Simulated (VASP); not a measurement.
# BaHCl (P4/nmm) in VASP: further runs, part 3 of 3

VASP 6.6.1. The steps go on from the part before.

## (5) Relaxation of shape and atoms at fixed volume, LDA (21.95 Å³/atom)

This run uses another cell than the first one, of 21.95 Å³/atom.

File INCAR:

```
SYSTEM = BaHCl
  PREC = Accurate
  ENCUT = 600
  EDIFF = 1E-7
  ISMEAR = 0
  SIGMA = 0.02
  LREAL = .FALSE.
  LASPH = .TRUE.
  NELM = 80
  ALGO = Normal
  ISIF = 4
  LWAVE = .FALSE.
  LCHARG = .FALSE.
  IBRION = 2
  NSW = 50
  EDIFFG = -0.01
```

File KPOINTS:

```
Automatic mesh
0
G
  6 6 4
  0 0 0
```

File POSCAR:

```
BaHCl
1.0
    4.3294615894      0.0000000000      0.0000000000
    0.0000000000      4.3294615894      0.0000000000
    0.0000000000      0.0000000000      7.0258567950
Ba H Cl
2 2 2
Direct
    0.0000000000      0.5000000000      0.2095357143
    0.5000000000      0.0000000000      0.7904642857
    0.0000000000      0.0000000000      0.0000000000
    0.5000000000      0.5000000000      0.0000000000
    0.0000000000      0.5000000000      0.6582631055
    0.5000000000      0.0000000000      0.3417368945
```

Potentials or basis: VASP PAW LDA potentials, release 64 (Ba_sv, H, Cl).

On the command line:

```
cat potpaw_LDA.64/Ba_sv/POTCAR potpaw_LDA.64/H/POTCAR potpaw_LDA.64/Cl/POTCAR > POTCAR
mpirun -np 1 vasp_std > vasp.out
```

OUTCAR:

```text
SYSTEM = BaHCl
   PREC = Accurate
   ENCUT = 600
   EDIFF = 1E-7
   ISMEAR = 0
   LREAL = .FALSE.
   LASPH = .TRUE.
   NELM = 80
   ISIF = 4
   IBRION = 2
   NSW = 50
   EDIFFG = -0.01

 ion  position               nearest neighbor table
   1  0.000  0.500  0.210-   3 2.62   4 2.62   3 2.62   4 2.62   5 3.15   6 3.20   6 3.20   6 3.20
                             6 3.20   2 4.25   2 4.25   2 4.25   2 4.25
   2  0.500  0.000  0.790-   3 2.62   4 2.62   4 2.62   3 2.62   6 3.15   5 3.20   5 3.20   5 3.20
                             5 3.20   1 4.25   1 4.25   1 4.25   1 4.25
   3  0.000  0.000  0.000-   1 2.62   2 2.62   1 2.62   2 2.62
   4  0.500  0.500  0.000-   1 2.62   2 2.62   2 2.62   1 2.62
   5  0.000  0.500  0.658-   1 3.15   2 3.20   2 3.20   2 3.20   2 3.20
   6  0.500  0.000  0.342-   2 3.15   1 3.20   1 3.20   1 3.20   1 3.20

  LATTYP: Found a simple tetragonal cell.
 ALAT       =     4.3294615894
 C/A-ratio  =     1.6228015077

  Lattice vectors:

 A1 = (   4.3294615894,   0.0000000000,   0.0000000000)
 A2 = (   0.0000000000,   4.3294615894,   0.0000000000)
 A3 = (   0.0000000000,   0.0000000000,   7.0258567950)

Analysis of symmetry for initial positions (statically):
=====================================================================
 Subroutine PRICEL returns:
 Original cell was already a primitive cell.

 Routine SETGRP: Setting up the symmetry group for a
 simple tetragonal supercell.

 Subroutine GETGRP returns: Found 16 space group operations
 (whereof  8 operations were pure point group operations)
 out of a pool of 16 trial point group operations.

The static configuration has the point symmetry D_2d.
 The point group associated with its full space group is D_4h.

Analysis of symmetry for dynamics (positions and initial velocities):
=====================================================================
 Subroutine PRICEL returns:
 Original cell was already a primitive cell.

 Routine SETGRP: Setting up the symmetry group for a
 simple tetragonal supercell.

 Subroutine GETGRP returns: Found 16 space group operations
 (whereof  8 operations were pure point group operations)
 out of a pool of 16 trial point group operations.

The dynamic configuration has the point symmetry D_2d.
 The point group associated with its full space group is D_4h.

 Subroutine INISYM returns: Found 16 space group operations
 (whereof  8 operations are pure point group operations),
 and found     1 'primitive' translations

----------------------------------------------------------------------------------------

                                     Primitive cell

  volume of cell :     131.6943

  direct lattice vectors                    reciprocal lattice vectors
     4.329461589  0.000000000  0.000000000     0.230975603  0.000000000  0.000000000
     0.000000000  4.329461589  0.000000000     0.000000000  0.230975603  0.000000000
     0.000000000  0.000000000  7.025856795     0.000000000  0.000000000  0.142331395

  length of vectors
     4.329461589  4.329461589  7.025856795     0.230975603  0.230975603  0.142331395

  position of ions in fractional coordinates (direct lattice)
     0.000000000  0.500000000  0.209535714
     0.500000000  0.000000000  0.790464286
     0.000000000  0.000000000  0.000000000
     0.500000000  0.500000000  0.000000000
     0.000000000  0.500000000  0.658263105
     0.500000000  0.000000000  0.341736895

[... 63 lines left out ...]
   number of dos      NEDOS =    301   number of ions     NIONS =      6
   total plane-waves  NPLWV =  72576
   dimension x,y,z NGX =    36 NGY =   36 NGZ =   56
   dimension x,y,z NGXF=    72 NGYF=   72 NGZF=  112
   ions per type =               2   2   2
   NGX,Y,Z   is equivalent  to a cutoff of  13.82, 13.82, 13.25 a.u.
   NGXF,Y,Z  is equivalent  to a cutoff of  27.65, 27.65, 26.50 a.u.
 SYSTEM =  BaHCl
   PREC   = accura    normal or accurate (medium, high low for compatibility)
   ISTART =      0    job   : 0-new  1-cont  2-samecut
   ICHARG =      2    charge: 1-file 2-atom 10-const
   ISPIN  =      1    spin polarized calculation?
   LNONCOLLINEAR =      F non collinear calculations
   LSORBIT =      F    spin-orbit coupling
   LASPH  =      T    aspherical Exc in radial PAW
   ENCUT  =  600.0 eV  44.10 Ry    6.64 a.u.   8.65  8.65 14.03*2*pi/ulx,y,z
   NELM   =     80;   NELMIN=  2; NELMDL= -5     # of ELM steps
   EDIFF  = 0.1E-06   stopping-criterion for ELM
   LREAL  =      F    real-space projection
   EDIFFG = -.1E-01   stopping-criterion for IOM
   NSW    =     50    number of steps for IOM
   IBRION =      2    ionic relax: 0-MD 1-quasi-New 2-CG
   NFREE  =      1    steps in history (QN), initial steepest desc. (CG)
   ISIF   =      4    stress and relaxation
   ISYM   =      2    0-nonsym 1-usesym 2-fastsym
   POTIM  = 0.5000    time-step for ionic-motion
   TEBEG  =    0.0;   TEEND  =   0.0 temperature during run
   PSTRESS=    0.0 pullay stress
   NELECT =      36.0000    total number of electrons
   NUPDOWN=      -1.0000    fix difference up-down
   EMIN   =  10.00;   EMAX   =-10.00  energy-range for DOS
   EFERMI =   0.00;   METHOD = LEGACY
   ISMEAR =     0;   SIGMA  =   0.02  broadening in eV -4-tet -1-fermi 0-gaus
   EFERMI_NEDOS =   21; number of points for ismear=-14 and -15
   IALGO  =     38    algorithm
   IMIX   =      4    mixing-type and parameters
     AMIX     =   0.40;   BMIX     =  1.00
     AMIX_MAG =   1.60;   BMIX_MAG =  1.00
  volume/ion in A,a.u.               =      21.95       148.12
  Fermi-wavevector in a.u.,A,eV,Ry     =   1.062478  2.007792 15.359068  1.128860
  Thomas-Fermi vector in A             =   2.197930
   LORBIT       =      0    0 simple, 1 ext, 2 COOP (PROOUT), +10 PAW based schemes
   GGA     = CA    functional components
   LHFCALC =     F    Hartree Fock is set to
   AEXX    =    0.0000 exact exchange contribution
   IVDW    =     0    specifies the selected vdW correction
   LEPSILON=     F    determine dielectric tensor
   LRPA    =     F    only Hartree local field effects (RPA)
 conjugate gradient relaxation of ions
 non-spin polarized calculation
 Gauss-broadening in eV      SIGMA  =   0.02
  energy-cutoff  :      600.00
  volume of cell :      131.69
 maximum number of plane-waves:      4453
 NGX is ok and might be reduce to    36
   NGX = 17   NGY = 17   NGZ = 29

--------------------------------------- Ionic step        1  -------------------------------------------

 number of electron      36.0000004 magnetization

 Free energy of the ion-electron system (eV)
  ---------------------------------------------------
  ext. energy  EPLUGINS =         0.00000000
  ---------------------------------------------------
  free energy    TOTEN  =       -25.79625884 eV

  energy without entropy =      -25.79625884  energy(sigma->0) =      -25.79625884

------------------------ aborting loop because EDIFF is reached ----------------------------------------

  FORCE on cell =-STRESS in cart. coord.  units (eV):
  Direction    XX          YY          ZZ          XY          YZ          ZX
  --------------------------------------------------------------------------------------
  -------------------------------------------------------------------------------------
  Total       -0.4727026     -0.4727026     -0.3426285      0.0000000      0.0000000      0.0000000
  in kB       -5.7508426     -5.7508426     -4.1683775      0.0000000      0.0000000      0.0000000
  external PRESSURE =      -5.2233542 kB  Pullay stress =       0.0000000 kB
[... 187 lines left out ...]
--------------------------------------- Ionic step        6  -------------------------------------------

 number of electron      36.0000006 magnetization

 Free energy of the ion-electron system (eV)
  ---------------------------------------------------
  ext. energy  EPLUGINS =         0.00000000
  ---------------------------------------------------
  free energy    TOTEN  =       -25.79698984 eV

  energy without entropy =      -25.79698984  energy(sigma->0) =      -25.79698984

 E-fermi :   1.2973     XC(G=0):  -9.2996

 val. band max:        1.1237151821   @ k =   0.0000   0.0000   0.5000
 cond. band min:       3.9596062913   @ k =   0.0000   0.0000   0.5000
 fundamental gap:      2.8358911092
 Fermi energy:         1.2972865031

 k-point     1 :       0.0000    0.0000    0.0000
  band No.  band energies     occupation
      1     -24.6397      2.00000
      2     -24.5707      2.00000
      3     -13.3080      2.00000
      4     -12.9416      2.00000
      5     -10.0774      2.00000
      6      -9.8598      2.00000
[... 589 lines left out ...]
     21       6.6993      0.00000
     22       6.6993      0.00000

 [... further k-points ...]

------------------------ aborting loop because EDIFF is reached ----------------------------------------

  FORCE on cell =-STRESS in cart. coord.  units (eV):
  Direction    XX          YY          ZZ          XY          YZ          ZX
  --------------------------------------------------------------------------------------
  -------------------------------------------------------------------------------------
  Total       -0.3934734     -0.3934734     -0.4150796      0.0000000      0.0000000     -0.0000000
  in kB       -4.7869502     -4.7869502     -5.0498087      0.0000000      0.0000000     -0.0000000
  external PRESSURE =      -4.8745697 kB  Pullay stress =       0.0000000 kB
[... 21 lines left out ...]
  FREE ENERGIE OF THE ION-ELECTRON SYSTEM (eV)
  ---------------------------------------------------
  free  energy   TOTEN  =       -25.7969898446 eV

  energy  without entropy=      -25.7969898446  energy(sigma->0) =      -25.79698984

 reached required accuracy - stopping structural energy minimisation
```

Wall time 6.8 min (1 thread of Intel Xeon 8259CL, shared host); peak memory 0.28 GiB.

What came out:

```yaml
Free_energy: -25.7970 eV
Energy_gained_by_relaxing: 0.1 meV/atom
Ionic_steps: 6
Pressure_after_relaxing: -0.5 GPa
Largest_force_after_relaxing: 0.006 eV/Å
Band_gap_on_the_k_mesh: 2.84 eV
```

Forces in eV/Å, atoms in the order of the input:
```
Ba   0.000  0.000  0.000
Ba   0.000  0.000  0.000
H    0.000  0.000  0.000
H    0.000  0.000  0.000
Cl   0.000  0.000 -0.006
Cl   0.000  0.000  0.006
```

The path:
| step | energy change (eV) | largest force (eV/Å) | pressure (GPa) | volume (Å³) |
| --- | --- | --- | --- | --- |
| 1 | 0.0000 | 0.0227 | -0.52 | 131.69 |
| 2 | -0.0001 | 0.0220 | -0.52 | 131.69 |
| 3 | -0.0004 | 0.0201 | -0.51 | 131.69 |
| 4 | -0.0006 | 0.0161 | -0.48 | 131.69 |
| 5 | -0.0006 | 0.0167 | -0.49 | 131.69 |
| 6 | -0.0007 | 0.0065 | -0.49 | 131.69 |

Final structure:
```
Ba H Cl
1.0
     4.31652    0.00000    0.00000
     0.00000    4.31652    0.00000
     0.00000    0.00000    7.06805
Ba H Cl
2 2 2
Direct
  0.00000 0.50000 0.21011
  0.50000 0.00000 0.78989
  0.00000 0.00000 0.00000
  0.50000 0.50000 0.00000
  0.00000 0.50000 0.65644
  0.50000 0.00000 0.34356
```

Levels at points of the mesh, in eV from the valence-band top:
```csv
k point,band 15,band 16,band 17,band 18,band 19,band 20,band 21,band 22
"(0.00, 0.00, 0.00)",-2.02,-2.02,-0.97,-0.65,3.44,4.22,4.70,4.70
"(0.50, 0.00, 0.00)",-2.36,-2.36,-0.42,-0.42,4.53,4.53,4.90,4.90
"(0.50, 0.50, 0.00)",-2.12,-2.12,-0.45,-0.45,4.05,4.05,6.91,6.91
"(0.00, 0.00, 0.50)",-1.99,-1.99,-0.61,0.00,2.84,4.07,5.00,5.00
"(0.50, 0.00, 0.50)",-2.47,-2.47,-0.20,-0.20,4.70,4.70,5.58,5.58
"(0.50, 0.50, 0.50)",-2.10,-2.10,-0.45,-0.45,5.17,5.17,5.93,5.93
```

Caveat: spin-orbit coupling is left out, which moves the levels of the heavy elements. A k mesh can miss the band edges.

## (6) Overview

| task | cell | gap on the mesh (eV) | pressure (GPa) | relaxed volume (Å³/atom) | largest force (eV/Å) |
| --- | --- | --- | --- | --- | --- |
| relaxation of shape and atoms at fixed volume | relaxed from a = 4.212, b = 4.212, c = 6.773 Å, 6 atoms, atomic positions A | 2.45 | 4.0 | - | 0.01 |
| relaxation of shape and atoms at fixed volume | relaxed from a = 4.244, b = 4.244, c = 6.887 Å, 6 atoms, atomic positions B | 2.59 | 2.2 | - | 0.01 |
| relaxation of cell and atoms | relaxed from a = 4.287, b = 4.287, c = 6.957 Å, 6 atoms, atomic positions B | 2.79 | 0.0 | 21.69 | - |
| relaxation of shape and atoms at fixed volume | relaxed from a = 4.329, b = 4.329, c = 7.026 Å, 6 atoms, atomic positions B | 2.84 | -0.5 | 21.95 | 0.01 |

Alike in all rows: level LDA; potentials or basis VASP PAW LDA potentials, release 64 (Ba_sv, H, Cl); no spin polarisation; k mesh 6 × 6 × 4; cutoff (eV) 600; smearing gaussian 0.02 eV.

Caveats: spin-orbit coupling is left out, which moves the levels of the heavy elements.

Absolute energies hang on the potentials; compare differences alone.
